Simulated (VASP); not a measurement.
# KTaO3 (P4/mmm) in VASP: a series of runs

KTaO3 is run at these levels: r2SCAN, HSE06; tasks: single point.

All numbers are computed with VASP 6.6.1; they aren't measurements. Logs are shortened: lines on timing, memory, paths and dates and some standing lists are left out, and cuts for length are marked.

## Step 1: The cell of the first run

Symmetry: P4/mmm, No. 123, tetragonal system. Conventional cell: a = 3.990 Å, b = 3.990 Å, c = 3.870 Å, α = 90.00°, β = 90.00°, γ = 90.00°. K (site symmetry 4/mmm) has 12 O at 2.78 to 2.82 Å and 8 Ta at 3.42 Å within 3.7 Å. Within 2.6 Å of Ta (site symmetry 4/mmm) lie 6 O at 1.94 to 2.00 Å. O (site symmetry 4/mmm) has 2 Ta at 1.94 Å within 2.6 Å. Within 2.6 Å of O (site symmetry mmm) lie 2 Ta at 2.00 Å.

## Step 2: Single point, r2SCAN (uniaxial z strain -3.0%)

POSCAR reads:

```
KTaO3
1.0
    3.9901311030      0.0000000000      0.0000000000
    0.0000000000      3.9901311030      0.0000000000
    0.0000000000      0.0000000000      3.8704271699
K Ta O
1 1 3
Direct
    0.0000000000      0.0000000000      0.0000000000
    0.5000000000      0.5000000000      0.5000000000
    0.5000000000      0.5000000000      0.0000000000
    0.5000000000      0.0000000000      0.5000000000
    0.0000000000      0.5000000000      0.5000000000
```

INCAR.step1 reads:

```
SYSTEM = KTaO3
ALGO = Normal ; EDIFF = 1E-5
ENCUT = 770 ; GGA = PE
GGA_COMPAT = .FALSE. ; ISMEAR = 0
LASPH = .TRUE. ; LCHARG = .FALSE.
LREAL = .FALSE. ; LWAVE = .TRUE.
NBANDS = 28 ; NELM = 120
PREC = Accurate ; SIGMA = 0.01
```

INCAR.step2 reads:

```
SYSTEM = KTaO3
ALGO = Normal ; EDIFF = 1E-6
ENCUT = 770 ; GGA_COMPAT = .FALSE.
ISIF = 2 ; ISMEAR = 0
ISTART = 1 ; LASPH = .TRUE.
LCHARG = .TRUE. ; LELF = .TRUE.
LMIXTAU = .TRUE. ; LREAL = .FALSE.
LVHAR = .TRUE. ; LWAVE = .FALSE.
METAGGA = R2SCAN ; NBANDS = 28
NELM = 120 ; PREC = Accurate
SIGMA = 0.01
```

KPOINTS reads:

```
k-points
0
G
  6 6 6
  0 0 0
```

Potentials or basis: VASP PAW PBE potentials, release 64 (K_sv, Ta_sv_GW, O).

On the command line:

```console
cat potpaw_PBE.64/K_sv/POTCAR potpaw_PBE.64/Ta_sv_GW/POTCAR potpaw_PBE.64/O/POTCAR > POTCAR
cp INCAR.step1 INCAR
mpirun -np 1 vasp_std > vasp.out
cp INCAR.step2 INCAR
mpirun -np 1 vasp_std > vasp.out
```

OUTCAR:

```text
SYSTEM = KTaO3
   EDIFF = 1E-6
   ENCUT = 770
   ISIF = 2
   ISMEAR = 0
   ISTART = 1
   LASPH = .TRUE.
   LREAL = .FALSE.
   METAGGA = R2SCAN
   NELM = 120
   PREC = Accurate

 ion  position               nearest neighbor table
   1  0.000  0.000  0.000-   4 2.78   5 2.78   4 2.78   5 2.78   5 2.78   5 2.78   4 2.78   4 2.78
                             3 2.82   3 2.82   3 2.82   3 2.82   2 3.42   2 3.42   2 3.42   2 3.42
   2  0.500  0.500  0.500-   3 1.94   3 1.94   5 2.00   4 2.00   4 2.00   5 2.00   1 3.42   1 3.42
                             1 3.42   1 3.42   1 3.42   1 3.42   1 3.42   1 3.42
   3  0.500  0.500  0.000-   2 1.94   2 1.94   1 2.82   1 2.82   1 2.82   1 2.82
   4  0.500  0.000  0.500-   2 2.00   2 2.00   1 2.78   1 2.78   1 2.78   1 2.78
   5  0.000  0.500  0.500-   2 2.00   2 2.00   1 2.78   1 2.78   1 2.78   1 2.78

  LATTYP: Found a simple tetragonal cell.
 ALAT       =     3.9901311030
 C/A-ratio  =     0.9700000000

  Lattice vectors:

 A1 = (   3.9901311030,   0.0000000000,   0.0000000000)
 A2 = (   0.0000000000,   3.9901311030,   0.0000000000)
 A3 = (   0.0000000000,   0.0000000000,   3.8704271699)

Analysis of symmetry for initial positions (statically):
=====================================================================
 Subroutine PRICEL returns:
 Original cell was already a primitive cell.

 Routine SETGRP: Setting up the symmetry group for a
 simple tetragonal supercell.

 Subroutine GETGRP returns: Found 16 space group operations
 (whereof 16 operations were pure point group operations)
 out of a pool of 16 trial point group operations.

The static configuration has the point symmetry D_4h.

Analysis of symmetry for dynamics (positions and initial velocities):
=====================================================================
 Subroutine PRICEL returns:
 Original cell was already a primitive cell.

 Routine SETGRP: Setting up the symmetry group for a
 simple tetragonal supercell.

 Subroutine GETGRP returns: Found 16 space group operations
 (whereof 16 operations were pure point group operations)
 out of a pool of 16 trial point group operations.

The dynamic configuration has the point symmetry D_4h.

 Subroutine INISYM returns: Found 16 space group operations
 (whereof 16 operations are pure point group operations),
 and found     1 'primitive' translations

----------------------------------------------------------------------------------------

                                     Primitive cell

  volume of cell :      61.6216

  direct lattice vectors                    reciprocal lattice vectors
     3.990131103  0.000000000  0.000000000     0.250618332  0.000000000  0.000000000
     0.000000000  3.990131103  0.000000000     0.000000000  0.250618332  0.000000000
     0.000000000  0.000000000  3.870427170     0.000000000  0.000000000  0.258369414

  length of vectors
     3.990131103  3.990131103  3.870427170     0.250618332  0.250618332  0.258369414

  position of ions in fractional coordinates (direct lattice)
     0.000000000  0.000000000  0.000000000
     0.500000000  0.500000000  0.500000000
     0.500000000  0.500000000  0.000000000
     0.500000000  0.000000000  0.500000000
     0.000000000  0.500000000  0.500000000

  ion indices of the primitive-cell ions
   primitive index   ion index
                 1           1
                 2           2
                 3           3
                 4           4
                 5           5

----------------------------------------------------------------------------------------

 KPOINTS: k-points

Automatic generation of k-mesh.
 Grid dimensions read from file:
 generate k-points for:    6    6    6

 Generating k-lattice:

  Cartesian coordinates                     Fractional coordinates (reciprocal lattice)
     0.041769722  0.000000000  0.000000000     0.166666667  0.000000000  0.000000000
     0.000000000  0.041769722  0.000000000     0.000000000  0.166666667  0.000000000
     0.000000000  0.000000000  0.043061569     0.000000000  0.000000000  0.166666667

  Length of vectors
     0.041769722  0.041769722  0.043061569

  Shift w.r.t. Gamma in fractional coordinates (k-lattice)
     0.000000000  0.000000000  0.000000000

 Subroutine IBZKPT returns following result:
 ===========================================

 Found     40 irreducible k-points:

 Following reciprocal coordinates:
            Coordinates               Weight
  0.000000  0.000000  0.000000      1.000000
  0.166667  0.000000  0.000000      4.000000
  0.333333  0.000000  0.000000      4.000000
  0.500000  0.000000  0.000000      2.000000
  0.166667  0.166667  0.000000      4.000000
  0.333333  0.166667  0.000000      8.000000
[... 16 lines left out ...]
  0.333333  0.000000  0.333333      8.000000
  0.500000  0.000000  0.333333      4.000000
 [... further k-points ...]
   k-points           NKPTS =     40   k-points in BZ     NKDIM =     40   number of bands    NBANDS=     28
   number of dos      NEDOS =    301   number of ions     NIONS =      5
   total plane-waves  NPLWV =  46656
   dimension x,y,z NGX =    36 NGY =   36 NGZ =   36
   dimension x,y,z NGXF=    72 NGYF=   72 NGZF=   72
   ions per type =               1   1   3
   NGX,Y,Z   is equivalent  to a cutoff of  15.00, 15.00, 15.46 a.u.
   NGXF,Y,Z  is equivalent  to a cutoff of  30.00, 30.00, 30.93 a.u.
 SYSTEM =  KTaO3
   PREC   = accura    normal or accurate (medium, high low for compatibility)
   ISTART =      1    job   : 0-new  1-cont  2-samecut
   ICHARG =      0    charge: 1-file 2-atom 10-const
   ISPIN  =      1    spin polarized calculation?
   LNONCOLLINEAR =      F non collinear calculations
   LSORBIT =      F    spin-orbit coupling
   LASPH  =      T    aspherical Exc in radial PAW
   ENCUT  =  770.0 eV  56.59 Ry    7.52 a.u.   9.03  9.03  8.76*2*pi/ulx,y,z
   NELM   =    120;   NELMIN=  2; NELMDL=  0     # of ELM steps
   EDIFF  = 0.1E-05   stopping-criterion for ELM
   LREAL  =      F    real-space projection
   EDIFFG = 0.1E-04   stopping-criterion for IOM
   NSW    =      0    number of steps for IOM
   IBRION =     -1    ionic relax: 0-MD 1-quasi-New 2-CG
   NFREE  =      0    steps in history (QN), initial steepest desc. (CG)
   ISIF   =      2    stress and relaxation
   ISYM   =      2    0-nonsym 1-usesym 2-fastsym
   POTIM  = 0.5000    time-step for ionic-motion
   TEBEG  =    0.0;   TEEND  =   0.0 temperature during run
   PSTRESS=    0.0 pullay stress
   NELECT =      40.0000    total number of electrons
   NUPDOWN=      -1.0000    fix difference up-down
   EMIN   =  10.00;   EMAX   =-10.00  energy-range for DOS
   EFERMI =   0.00;   METHOD = LEGACY
   ISMEAR =     0;   SIGMA  =   0.01  broadening in eV -4-tet -1-fermi 0-gaus
   EFERMI_NEDOS =   21; number of points for ismear=-14 and -15
   IALGO  =     38    algorithm
   IMIX   =      4    mixing-type and parameters
     AMIX     =   0.40;   BMIX     =  1.00
     AMIX_MAG =   1.60;   BMIX_MAG =  1.00
  volume/ion in A,a.u.               =      12.32        83.17
  Fermi-wavevector in a.u.,A,eV,Ry     =   1.417480  2.678650 27.337518  2.009251
  Thomas-Fermi vector in A             =   2.538706
   LORBIT       =      0    0 simple, 1 ext, 2 COOP (PROOUT), +10 PAW based schemes
   METAGGA = R2SCAN    functional components
   LHFCALC =     F    Hartree Fock is set to
   AEXX    =    0.0000 exact exchange contribution
   IVDW    =     0    specifies the selected vdW correction
   LEPSILON=     F    determine dielectric tensor
   LRPA    =     F    only Hartree local field effects (RPA)
 non-spin polarized calculation
 Gauss-broadening in eV      SIGMA  =   0.01
  energy-cutoff  :      770.00
  volume of cell :       61.62
 maximum number of plane-waves:      3016
   NGX = 19   NGY = 19   NGZ = 17

 number of electron      40.0000001 magnetization

 Free energy of the ion-electron system (eV)
  ---------------------------------------------------
  ext. energy  EPLUGINS =         0.00000000
  ---------------------------------------------------
  free energy    TOTEN  =       -89.71583998 eV

  energy without entropy =      -89.71583998  energy(sigma->0) =      -89.71583998

 E-fermi :   3.1822     XC(G=0): -11.8176

 val. band max:        3.0915131562   @ k =   0.5000   0.5000   0.5000
 cond. band min:       5.7188468007   @ k =   0.0000   0.0000   0.0000
 fundamental gap:      2.6273336445
 Fermi energy:         3.1822146666

 k-point     1 :       0.0000    0.0000    0.0000
  band No.  band energies     occupation
      1     -66.2683      2.00000
      2     -32.0331      2.00000
      3     -31.9683      2.00000
      4     -31.9683      2.00000
      5     -25.3472      2.00000
      6     -15.6767      2.00000
[... 20 lines left out ...]
     27      11.6306      0.00000
     28      11.8048      0.00000

 k-point     2 :       0.1667    0.0000    0.0000
  band No.  band energies     occupation
      1     -66.2681      2.00000
      2     -32.0322      2.00000
      3     -31.9945      2.00000
      4     -31.9674      2.00000
      5     -25.3395      2.00000
      6     -15.6524      2.00000
[... 20 lines left out ...]
     27      11.9942      0.00000
     28      12.2160      0.00000

 k-point     3 :       0.3333    0.0000    0.0000
  band No.  band energies     occupation
      1     -66.2678      2.00000
      2     -32.0461      2.00000
      3     -32.0304      2.00000
      4     -31.9656      2.00000
      5     -25.3244      2.00000
      6     -15.6488      2.00000
[... 20 lines left out ...]
     27      12.8128      0.00000
     28      13.8357      0.00000

 k-point     4 :       0.5000    0.0000    0.0000
  band No.  band energies     occupation
      1     -66.2676      2.00000
      2     -32.0716      2.00000
      3     -32.0295      2.00000
      4     -31.9647      2.00000
      5     -25.3168      2.00000
      6     -15.6584      2.00000
[... 578 lines left out ...]
     27      13.3312      0.00000
     28      14.4979      0.00000

 k-point    23 :       0.3333    0.0000    0.3333
  band No.  band energies     occupation
      1     -66.2669      2.00000
      2     -32.1440      2.00000
      3     -32.0410      2.00000
      4     -31.9615      2.00000
      5     -25.3065      2.00000
      6     -15.0591      2.00000
[... 20 lines left out ...]
     27      14.3057      0.00000
     28      14.9609      0.00000

 k-point    24 :       0.5000    0.0000    0.3333
  band No.  band energies     occupation
      1     -66.2667      2.00000
      2     -32.1429      2.00000
      3     -32.0662      2.00000
      4     -31.9606      2.00000
      5     -25.3021      2.00000
      6     -15.0281      2.00000
[... 20 lines left out ...]
     27      14.7712      0.00000
     28      15.4154      0.00000

 [... further k-points ...]
[... 5 lines left out ...]
  --------------------------------------------------------------------------------------
  -------------------------------------------------------------------------------------
  Total        1.1114786      1.1114786      6.4244706      0.0000000      0.0000000      0.0000000
  in kB       28.8987096     28.8987096    167.0377767      0.0000000      0.0000000      0.0000000
  external PRESSURE =      74.9450653 kB  Pullay stress =       0.0000000 kB

 VOLUME and BASIS-vectors are now :
 -----------------------------------------------------------------------------
  energy-cutoff  :      770.00
  volume of cell :       61.62
      direct lattice vectors                 reciprocal lattice vectors
     3.990131103  0.000000000  0.000000000     0.250618332  0.000000000  0.000000000
     0.000000000  3.990131103  0.000000000     0.000000000  0.250618332  0.000000000
     0.000000000  0.000000000  3.870427170     0.000000000  0.000000000  0.258369414

 POSITION                                       TOTAL-FORCE (eV/Angst)
 -----------------------------------------------------------------------------------
      0.00000      0.00000      0.00000         0.000000      0.000000      0.000000
      1.99507      1.99507      1.93521         0.000000      0.000000      0.000000
      1.99507      1.99507      0.00000         0.000000      0.000000      0.000000
      1.99507      0.00000      1.93521         0.000000      0.000000      0.000000
      0.00000      1.99507      1.93521         0.000000      0.000000      0.000000
 -----------------------------------------------------------------------------------
    total drift:                                0.000000      0.000000      0.000000

  FREE ENERGIE OF THE ION-ELECTRON SYSTEM (eV)
  ---------------------------------------------------
  free  energy   TOTEN  =       -89.7158399797 eV

  energy  without entropy=      -89.7158399797  energy(sigma->0) =      -89.71583998
```

Wall time 3.8 min (1 thread of Intel Xeon Platinum 8488C (Sapphire Rapids), shared host); peak memory 0.31 GiB.

Results:

| Quantity | Value |
| --- | --- |
| Free energy | -89.7158 eV |
| Pressure | 7.5 GPa |
| Band gap on the k mesh | 2.63 eV (least direct gap 3.27 eV) |

Levels at points of the mesh, in eV from the valence-band top:
| k point | band 17 | band 18 | band 19 | band 20 | band 21 | band 22 | band 23 | band 24 |
| --- | --- | --- | --- | --- | --- | --- | --- | --- |
| (0.00, 0.00, 0.00) | -1.04 | -0.66 | -0.66 | -0.64 | 2.63 | 2.67 | 2.67 | 7.24 |
| (0.50, 0.00, 0.00) | -2.30 | -1.64 | -0.96 | -0.88 | 2.83 | 5.48 | 5.49 | 7.57 |
| (0.50, 0.50, 0.00) | -1.76 | -1.76 | -1.69 | -0.05 | 5.52 | 5.52 | 6.83 | 9.10 |
| (0.00, 0.00, 0.50) | -2.14 | -1.59 | -0.87 | -0.87 | 2.82 | 5.91 | 5.91 | 7.28 |
| (0.50, 0.00, 0.50) | -1.68 | -1.43 | -1.40 | -0.09 | 5.54 | 5.95 | 7.15 | 8.31 |
| (0.50, 0.50, 0.50) | -3.84 | -0.05 | -0.05 | 0.00 | 7.00 | 7.30 | 7.30 | 9.57 |

Caveat: the cell differs from its parent crystal (uniaxial z strain -3.0%); the stress differs along the axes, from 3 to 17 GPa; the PAW data sets were made with another functional, which shifts forces and pressure a little; spin-orbit coupling is left out, which moves the levels of the heavy elements. A k mesh can miss the band edges.

## Step 3: Single point, HSE06 (uniaxial z strain -2.0%)

Edit POSCAR of step 2 so:

```diff
@@ -4,3 +4,3 @@
     0.0000000000      3.9901311030      0.0000000000
-    0.0000000000      0.0000000000      3.8704271699
+    0.0000000000      0.0000000000      3.9103284809
 K Ta O
```

INCAR.step1 reads:

```
SYSTEM = KTaO3
ALGO = Normal ; EDIFF = 1E-5
ENCUT = 520 ; GGA = PE
GGA_COMPAT = .FALSE. ; ISIF = 2
ISMEAR = 0 ; LASPH = .TRUE.
LCHARG = .FALSE. ; LREAL = .FALSE.
LWAVE = .TRUE. ; NBANDS = 28
NELM = 120 ; PREC = Accurate
SIGMA = 0.01
```

INCAR.step2 reads:

```
SYSTEM = KTaO3
ALGO = Normal ; EDIFF = 1E-6
ENCUT = 520 ; GGA = PE
GGA_COMPAT = .FALSE. ; HFSCREEN = 0.2079
ISIF = 2 ; ISMEAR = 0
ISTART = 1 ; LASPH = .TRUE.
LCHARG = .FALSE. ; LHFCALC = .TRUE.
LREAL = .FALSE. ; LWAVE = .FALSE.
NBANDS = 28 ; NELM = 120
PREC = Accurate ; PRECFOCK = Normal
SIGMA = 0.01
```

KPOINTS reads:

```
k-points
0
G
  4 4 4
  0 0 0
```

Potentials or basis: VASP PAW PBE potentials, release 64 (K_sv, Ta_sv_GW, O).

On the command line:

```console
cat potpaw_PBE.64/K_sv/POTCAR potpaw_PBE.64/Ta_sv_GW/POTCAR potpaw_PBE.64/O/POTCAR > POTCAR
cp INCAR.step1 INCAR
mpirun -np 1 vasp_std > vasp.out
cp INCAR.step2 INCAR
mpirun -np 1 vasp_std > vasp.out
```

Run time: 46 min. Hardware: 1 thread of Intel Xeon 6975P-C (Granite Rapids), shared host; peak memory 0.33 GiB.

Results (log left out):

| Property | Result |
| --- | --- |
| Free energy | -51.7102 eV |
| Pressure | 3.3 GPa |
| Band gap on the k mesh | 3.54 eV (least direct gap 4.21 eV) |

Stress tensor (GPa, compression positive):
```
0.51 0.00 0.00
0.00 0.51 0.00
0.00 0.00 8.97
```

Levels at points of the mesh, in eV from the valence-band top:
| k point | band 18 | band 19 | band 20 | band 21 | band 22 | band 23 |
| --- | --- | --- | --- | --- | --- | --- |
| (0.00, 0.00, 0.00) | -0.68 | -0.67 | -0.67 | 3.54 | 3.56 | 3.56 |
| (0.50, 0.00, 0.00) | -1.68 | -0.96 | -0.93 | 3.73 | 6.59 | 6.61 |
| (0.50, 0.50, 0.00) | -1.75 | -1.75 | -0.05 | 6.64 | 6.64 | 8.10 |
| (0.00, 0.00, 0.50) | -1.65 | -0.90 | -0.90 | 3.73 | 6.90 | 6.90 |
| (0.50, 0.00, 0.50) | -1.53 | -1.50 | -0.08 | 6.66 | 6.93 | 8.30 |
| (0.50, 0.50, 0.50) | -0.04 | -0.04 | 0.00 | 8.26 | 8.46 | 8.46 |

Caveat: the cell differs from its parent crystal (uniaxial z strain -2.0%); the stress differs along the axes, from 1 to 9 GPa; the PAW data sets were made with another functional, which shifts forces and pressure a little; spin-orbit coupling is left out, which moves the levels of the heavy elements.

(Part 1 of 2 ends here.)
